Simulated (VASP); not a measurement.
# BaF2 (Fm-3m) in VASP: notebook

BaF2 is run at these levels: PBE; tasks: single point, relaxation of cell and atoms.

Everything below comes from runs of VASP 6.6.1. Logs are shortened: lines on timing, memory, paths and dates and some standing lists are left out, and cuts for length are marked.

## (1) The cell of the first run

The structure is cubic, space group Fm-3m (No. 225). Conventional cell: a = 6.245 Å, b = 6.245 Å, c = 6.245 Å, α = 90.00°, β = 90.00°, γ = 90.00°. Within 3.6 Å of Ba (site symmetry m-3m) lie 8 F at 2.70 Å. F (site symmetry -43m) has 4 Ba at 2.70 Å and 6 F at 3.12 Å within 3.6 Å.

## (2) Single point, PBE

Contents of INCAR:

```
ALGO     = Normal         # electronic algorithm
EDIFF    = 1E-6           # SCF threshold, eV
ENCUT    = 600            # plane-wave cutoff, eV
GGA      = PE             # functional
GGA_COMPAT= False        
ISIF     = 2              # what is computed and relaxed
ISMEAR   = 0              # smearing method
LASPH    = True           # aspherical terms in the spheres
LCHARG   = False          # write CHGCAR
LREAL    = False          # projectors in reciprocal space
LWAVE    = False          # write WAVECAR
NBANDS   = 19             # bands
NELM     = 120            # most SCF steps
PREC     = Accurate       # precision mode
SIGMA    = 0.02           # smearing width, eV
```

Contents of KPOINTS:

```
k-points
0
Gamma
  6 6 6
```

Contents of POSCAR:

```
BaF2
1.0
    0.0000000000      3.1223914820      3.1223914820
    3.1223914820      0.0000000000      3.1223914820
    3.1223914820      3.1223914820      0.0000000000
Ba F
1 2
Direct
    0.0000000000      0.0000000000      0.0000000000
    0.2500000000      0.2500000000      0.2500000000
    0.7500000000      0.7500000000      0.7500000000
```

Potentials or basis: VASP PAW PBE potentials, release 64 (Ba_sv, F).

Command:

```bash
cat potpaw_PBE.64/Ba_sv/POTCAR potpaw_PBE.64/F/POTCAR > POTCAR
mpirun -np 1 vasp_std > vasp.out
```

OUTCAR:

```text
EDIFF = 1E-6
   ENCUT = 600
   GGA = PE
   ISIF = 2
   ISMEAR = 0
   LASPH = True
   LREAL = False
   NELM = 120
   PREC = Accurate

 ion  position               nearest neighbor table
   1  0.000  0.000  0.000-   3 2.70   2 2.70   3 2.70   2 2.70   3 2.70   3 2.70   2 2.70   2 2.70

   2  0.250  0.250  0.250-   1 2.70   1 2.70   1 2.70   1 2.70
   3  0.750  0.750  0.750-   1 2.70   1 2.70   1 2.70   1 2.70

  LATTYP: Found a face centered cubic cell.
 ALAT       =     6.2447829640

  Lattice vectors:

 A1 = (   0.0000000000,   3.1223914820,   3.1223914820)
 A2 = (   3.1223914820,   0.0000000000,   3.1223914820)
 A3 = (   3.1223914820,   3.1223914820,   0.0000000000)

Analysis of symmetry for initial positions (statically):
=====================================================================
 Subroutine PRICEL returns:
 Original cell was already a primitive cell.

 Routine SETGRP: Setting up the symmetry group for a
 face centered cubic supercell.

 Subroutine GETGRP returns: Found 48 space group operations
 (whereof 48 operations were pure point group operations)
 out of a pool of 48 trial point group operations.

The static configuration has the point symmetry O_h .

Analysis of symmetry for dynamics (positions and initial velocities):
=====================================================================
 Subroutine PRICEL returns:
 Original cell was already a primitive cell.

 Routine SETGRP: Setting up the symmetry group for a
 face centered cubic supercell.

 Subroutine GETGRP returns: Found 48 space group operations
 (whereof 48 operations were pure point group operations)
 out of a pool of 48 trial point group operations.

The dynamic configuration has the point symmetry O_h .

 Subroutine INISYM returns: Found 48 space group operations
 (whereof 48 operations are pure point group operations),
 and found     1 'primitive' translations

----------------------------------------------------------------------------------------

                                     Primitive cell

  volume of cell :      60.8824

  direct lattice vectors                    reciprocal lattice vectors
     0.000000000  3.122391482  3.122391482    -0.160133668  0.160133668  0.160133668
     3.122391482  0.000000000  3.122391482     0.160133668 -0.160133668  0.160133668
     3.122391482  3.122391482  0.000000000     0.160133668  0.160133668 -0.160133668

  length of vectors
     4.415728381  4.415728381  4.415728381     0.277359648  0.277359648  0.277359648

  position of ions in fractional coordinates (direct lattice)
     0.000000000  0.000000000  0.000000000
     0.250000000  0.250000000  0.250000000
     0.750000000  0.750000000  0.750000000

  ion indices of the primitive-cell ions
   primitive index   ion index
                 1           1
                 2           2
                 3           3

----------------------------------------------------------------------------------------

 KPOINTS: k-points

Automatic generation of k-mesh.
 Grid dimensions read from file:
 generate k-points for:    6    6    6

 Generating k-lattice:

  Cartesian coordinates                     Fractional coordinates (reciprocal lattice)
    -0.026688945  0.026688945  0.026688945     0.166666667  0.000000000  0.000000000
     0.026688945 -0.026688945  0.026688945     0.000000000  0.166666667  0.000000000
     0.026688945  0.026688945 -0.026688945     0.000000000  0.000000000  0.166666667

  Length of vectors
     0.046226608  0.046226608  0.046226608

  Shift w.r.t. Gamma in fractional coordinates (k-lattice)
     0.000000000  0.000000000  0.000000000

 Subroutine IBZKPT returns following result:
 ===========================================

 Found     16 irreducible k-points:

 Following reciprocal coordinates:
            Coordinates               Weight
  0.000000  0.000000  0.000000      1.000000
  0.166667  0.000000  0.000000      8.000000
  0.333333  0.000000  0.000000      8.000000
  0.500000  0.000000  0.000000      4.000000
  0.166667  0.166667  0.000000      6.000000
  0.333333  0.166667  0.000000     24.000000
[... 8 lines left out ...]
 -0.333333  0.333333  0.166667     24.000000
 -0.333333  0.500000  0.166667     12.000000
   k-points           NKPTS =     16   k-points in BZ     NKDIM =     16   number of bands    NBANDS=     19
   number of dos      NEDOS =    301   number of ions     NIONS =      3
   total plane-waves  NPLWV =  46656
   dimension x,y,z NGX =    36 NGY =   36 NGZ =   36
   dimension x,y,z NGXF=    72 NGYF=   72 NGZF=   72
   ions per type =               1   2
   NGX,Y,Z   is equivalent  to a cutoff of  13.55, 13.55, 13.55 a.u.
   NGXF,Y,Z  is equivalent  to a cutoff of  27.11, 27.11, 27.11 a.u.
 SYSTEM =  unknown system
   PREC   = accura    normal or accurate (medium, high low for compatibility)
   ISTART =      0    job   : 0-new  1-cont  2-samecut
   ICHARG =      2    charge: 1-file 2-atom 10-const
   ISPIN  =      1    spin polarized calculation?
   LNONCOLLINEAR =      F non collinear calculations
   LSORBIT =      F    spin-orbit coupling
   LASPH  =      T    aspherical Exc in radial PAW
   ENCUT  =  600.0 eV  44.10 Ry    6.64 a.u.   8.82  8.82  8.82*2*pi/ulx,y,z
   NELM   =    120;   NELMIN=  2; NELMDL= -5     # of ELM steps
   EDIFF  = 0.1E-05   stopping-criterion for ELM
   LREAL  =      F    real-space projection
   EDIFFG = 0.1E-04   stopping-criterion for IOM
   NSW    =      0    number of steps for IOM
   IBRION =     -1    ionic relax: 0-MD 1-quasi-New 2-CG
   NFREE  =      0    steps in history (QN), initial steepest desc. (CG)
   ISIF   =      2    stress and relaxation
   ISYM   =      2    0-nonsym 1-usesym 2-fastsym
   POTIM  = 0.5000    time-step for ionic-motion
   TEBEG  =    0.0;   TEEND  =   0.0 temperature during run
   PSTRESS=    0.0 pullay stress
   NELECT =      24.0000    total number of electrons
   NUPDOWN=      -1.0000    fix difference up-down
   EMIN   =  10.00;   EMAX   =-10.00  energy-range for DOS
   EFERMI =   0.00;   METHOD = LEGACY
   ISMEAR =     0;   SIGMA  =   0.02  broadening in eV -4-tet -1-fermi 0-gaus
   EFERMI_NEDOS =   21; number of points for ismear=-14 and -15
   IALGO  =     38    algorithm
   IMIX   =      4    mixing-type and parameters
     AMIX     =   0.40;   BMIX     =  1.00
     AMIX_MAG =   1.60;   BMIX_MAG =  1.00
  volume/ion in A,a.u.               =      20.29       136.95
  Fermi-wavevector in a.u.,A,eV,Ry     =   1.200368  2.268367 19.604422  1.440884
  Thomas-Fermi vector in A             =   2.336206
   LORBIT       =      0    0 simple, 1 ext, 2 COOP (PROOUT), +10 PAW based schemes
   GGA     = PE    functional components
   LHFCALC =     F    Hartree Fock is set to
   AEXX    =    0.0000 exact exchange contribution
   IVDW    =     0    specifies the selected vdW correction
   LEPSILON=     F    determine dielectric tensor
   LRPA    =     F    only Hartree local field effects (RPA)
 non-spin polarized calculation
 Gauss-broadening in eV      SIGMA  =   0.02
  energy-cutoff  :      600.00
  volume of cell :       60.88
 maximum number of plane-waves:      2085
   NGX = 17   NGY = 17   NGZ = 17

 number of electron      24.0000013 magnetization

 Free energy of the ion-electron system (eV)
  ---------------------------------------------------
  ext. energy  EPLUGINS =         0.00000000
  ---------------------------------------------------
  free energy    TOTEN  =       -17.12795939 eV

  energy without entropy =      -17.12795939  energy(sigma->0) =      -17.12795939

 E-fermi :  -2.0825     XC(G=0):  -8.6024

 val. band max:       -2.1680598895   @ k =  -0.1667   0.1667   0.0000
 cond. band min:       4.5114800765   @ k =   0.0000   0.0000   0.0000
 fundamental gap:      6.6795399660
 Fermi energy:        -2.0825429296

 k-point     1 :       0.0000    0.0000    0.0000
  band No.  band energies     occupation
      1     -25.3157      2.00000
      2     -21.0582      2.00000
      3     -21.0364      2.00000
      4     -10.1824      2.00000
      5     -10.1824      2.00000
      6     -10.1824      2.00000
[... 11 lines left out ...]
     18       9.0560      0.00000
     19      13.1423      0.00000

 k-point     2 :       0.1667    0.0000    0.0000
  band No.  band energies     occupation
      1     -25.2713      2.00000
      2     -21.0971      2.00000
      3     -21.0770      2.00000
      4     -10.2257      2.00000
      5     -10.2198      2.00000
      6     -10.2198      2.00000
[... 11 lines left out ...]
     18       9.0833      0.00000
     19      12.1063      0.00000

 k-point     3 :       0.3333    0.0000    0.0000
  band No.  band energies     occupation
      1     -25.1781      2.00000
      2     -21.2201      2.00000
      3     -21.1179      2.00000
      4     -10.3004      2.00000
      5     -10.2921      2.00000
      6     -10.2921      2.00000
[... 11 lines left out ...]
     18       9.1786      0.00000
     19      11.1667      0.00000

 k-point     4 :       0.5000    0.0000    0.0000
  band No.  band energies     occupation
      1     -25.1292      2.00000
      2     -21.2850      2.00000
      3     -21.1376      2.00000
      4     -10.3326      2.00000
      5     -10.3269      2.00000
      6     -10.3269      2.00000
[... 11 lines left out ...]
     18       9.2542      0.00000
     19      11.5014      0.00000

 k-point     5 :       0.1667    0.1667    0.0000
  band No.  band energies     occupation
      1     -25.2563      2.00000
      2     -21.1127      2.00000
      3     -21.0877      2.00000
      4     -10.2768      2.00000
      5     -10.2768      2.00000
      6     -10.1502      2.00000
[... 11 lines left out ...]
     18       9.1595      0.00000
     19      13.1764      0.00000

 k-point     6 :       0.3333    0.1667    0.0000
  band No.  band energies     occupation
      1     -25.1787      2.00000
      2     -21.2050      2.00000
      3     -21.1315      2.00000
      4     -10.3587      2.00000
      5     -10.3576      2.00000
      6     -10.1708      2.00000
[... 11 lines left out ...]
     18       9.3251      0.00000
     19      11.8259      0.00000

 k-point     7 :       0.5000    0.1667    0.0000
  band No.  band energies     occupation
      1     -25.1134      2.00000
      2     -21.2760      2.00000
      3     -21.1735      2.00000
      4     -10.3871      2.00000
      5     -10.3823      2.00000
      6     -10.2562      2.00000
[... 11 lines left out ...]
     18       9.7176      0.00000
     19      11.4576      0.00000

 k-point     8 :      -0.3333    0.1667    0.0000
  band No.  band energies     occupation
      1     -25.1300      2.00000
      2     -21.2507      2.00000
      3     -21.1707      2.00000
      4     -10.3411      2.00000
      5     -10.3286      2.00000
      6     -10.3229      2.00000
[... 80 lines left out ...]
 k-point    12 :      -0.3333    0.3333    0.0000
  band No.  band energies     occupation
      1     -25.0807      2.00000
      2     -21.2708      2.00000
      3     -21.2343      2.00000
      4     -10.4379      2.00000
      5     -10.4274      2.00000
      6     -10.2317      2.00000
[... 11 lines left out ...]
     18      10.9637      0.00000
     19      12.2495      0.00000

 k-point    13 :       0.5000    0.5000    0.0000
  band No.  band energies     occupation
      1     -25.0642      2.00000
      2     -21.3554      2.00000
      3     -21.1746      2.00000
      4     -10.5396      2.00000
      5     -10.5396      2.00000
      6     -10.0399      2.00000
[... 11 lines left out ...]
     18      10.5342      0.00000
     19      12.4683      0.00000

 k-point    14 :       0.5000    0.3333    0.1667
  band No.  band energies     occupation
      1     -25.1140      2.00000
      2     -21.2598      2.00000
      3     -21.1882      2.00000
      4     -10.4534      2.00000
      5     -10.3775      2.00000
      6     -10.1968      2.00000
[... 11 lines left out ...]
     18      10.0710      0.00000
     19      12.1185      0.00000

 k-point    15 :      -0.3333    0.3333    0.1667
  band No.  band energies     occupation
      1     -25.0807      2.00000
      2     -21.2711      2.00000
      3     -21.2340      2.00000
      4     -10.4996      2.00000
      5     -10.2990      2.00000
      6     -10.2983      2.00000
[... 11 lines left out ...]
     18      11.0574      0.00000
     19      11.6358      0.00000

 k-point    16 :      -0.3333    0.5000    0.1667
  band No.  band energies     occupation
      1     -25.0641      2.00000
      2     -21.3113      2.00000
      3     -21.2209      2.00000
      4     -10.5504      2.00000
      5     -10.4137      2.00000
      6     -10.1638      2.00000
[... 11 lines left out ...]
     18      12.0652      0.00000
     19      12.2929      0.00000

------------------------ aborting loop because EDIFF is reached ----------------------------------------

  FORCE on cell =-STRESS in cart. coord.  units (eV):
  Direction    XX          YY          ZZ          XY          YZ          ZX
  --------------------------------------------------------------------------------------
  -------------------------------------------------------------------------------------
  Total        0.3596160      0.3596160      0.3596160      0.0000000     -0.0000000      0.0000000
  in kB        9.4636244      9.4636244      9.4636244      0.0000000     -0.0000000      0.0000000
  external PRESSURE =       9.4636244 kB  Pullay stress =       0.0000000 kB

 VOLUME and BASIS-vectors are now :
 -----------------------------------------------------------------------------
  energy-cutoff  :      600.00
  volume of cell :       60.88
      direct lattice vectors                 reciprocal lattice vectors
     0.000000000  3.122391482  3.122391482    -0.160133668  0.160133668  0.160133668
     3.122391482  0.000000000  3.122391482     0.160133668 -0.160133668  0.160133668
     3.122391482  3.122391482  0.000000000     0.160133668  0.160133668 -0.160133668

 POSITION                                       TOTAL-FORCE (eV/Angst)
 -----------------------------------------------------------------------------------
      0.00000      0.00000      0.00000         0.000000     -0.000000      0.000000
      1.56120      1.56120      1.56120         0.000000      0.000000      0.000000
      4.68359      4.68359      4.68359        -0.000000     -0.000000     -0.000000
 -----------------------------------------------------------------------------------
    total drift:                                0.000000      0.000000      0.000000

  FREE ENERGIE OF THE ION-ELECTRON SYSTEM (eV)
  ---------------------------------------------------
  free  energy   TOTEN  =       -17.1279593910 eV

  energy  without entropy=      -17.1279593910  energy(sigma->0) =      -17.12795939
```

Run time: 40 s. Hardware: 1 thread of Intel Xeon 8259CL, shared host; peak memory 0.21 GiB.

What came out:

- Free energy: -17.1280 eV
- Pressure: 0.9 GPa
- Band gap on the k mesh: 6.68 eV (least direct gap 6.74 eV)

Levels at points of the mesh, in eV from the valence-band top:
| k point | band 8 | band 9 | band 10 | band 11 | band 12 | band 13 | band 14 | band 15 | band 16 | band 17 |
| --- | --- | --- | --- | --- | --- | --- | --- | --- | --- | --- |
| (0.00, 0.00, 0.00) | -1.42 | -1.42 | -0.06 | -0.06 | -0.06 | 6.68 | 9.11 | 9.11 | 11.22 | 11.22 |
| (0.50, 0.00, 0.00) | -1.03 | -0.63 | -0.34 | -0.16 | -0.16 | 8.98 | 9.10 | 9.10 | 9.71 | 11.42 |
| (0.50, 0.50, 0.00) | -0.33 | -0.33 | -0.32 | -0.32 | -0.10 | 7.21 | 8.90 | 10.54 | 11.78 | 11.78 |

Caveat: spin-orbit coupling is left out, which moves the levels of the heavy elements.

[end of part 1 of 2]
